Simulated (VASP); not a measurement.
Input of a VASP 6.6.1 run:

The input INCAR:

```
SYSTEM = Mo6S
PREC = Accurate
ENCUT = 520
EDIFF = 1E-6
ISMEAR = 0
SIGMA = 0.1
LREAL = .False.
LASPH = .True.
NELM = 80
ALGO = Normal
ISIF = 2
LWAVE = .False.
LCHARG = .False.
LDIPOL = .True.
IDIPOL = 3
DIPOL = 0.5 0.5 0.338
GGA = PE
NBANDS = 54
```

KPOINTS

```
Automatic mesh
0
Gamma
  6 6 1
  0 0 0
```

Contents of POSCAR:

```
Mo6S
1.0
    4.4695765303      0.0000000000      0.0000000000
   -2.2347882651      3.8707668194      0.0000000000
    0.0000000000      0.0000000000     19.7595667358
Mo S
6 1
Direct
    0.6666666666      0.3333333333      0.2024335884
    0.3333333333      0.6666666667      0.2486060831
    0.0000000000      0.0000000000      0.2947785777
    0.6666666666      0.3333333333      0.3368821122
    0.3333333333      0.6666666667      0.3779725574
    0.0000000000      0.0000000000      0.4180034333
    0.4444444444      0.8888888889      0.4865376846
```

Potentials or basis: VASP PAW PBE potentials, release 64 (Mo_sv, S).

Command:

```console
$ cat potpaw_PBE.64/Mo_sv/POTCAR potpaw_PBE.64/S/POTCAR > POTCAR
$ mpirun -np 1 vasp_std > vasp.out
```

What does it give for the largest force?

1.957 eV/Å.

Estimate the band gap on the k mesh.

zero (band 45 reaches 0.89 eV, above the bottom of band 46 at 0.88 eV).

Forces in eV/Å, atoms in the order of the input:
```
Mo   0.000 -0.122  1.953
Mo   0.000  0.144 -1.352
Mo   0.000 -0.114 -1.336
Mo   0.000  0.312 -1.165
Mo   0.000 -0.574 -0.006
Mo   0.000 -0.028  1.895
S    0.000  0.381  0.011
```
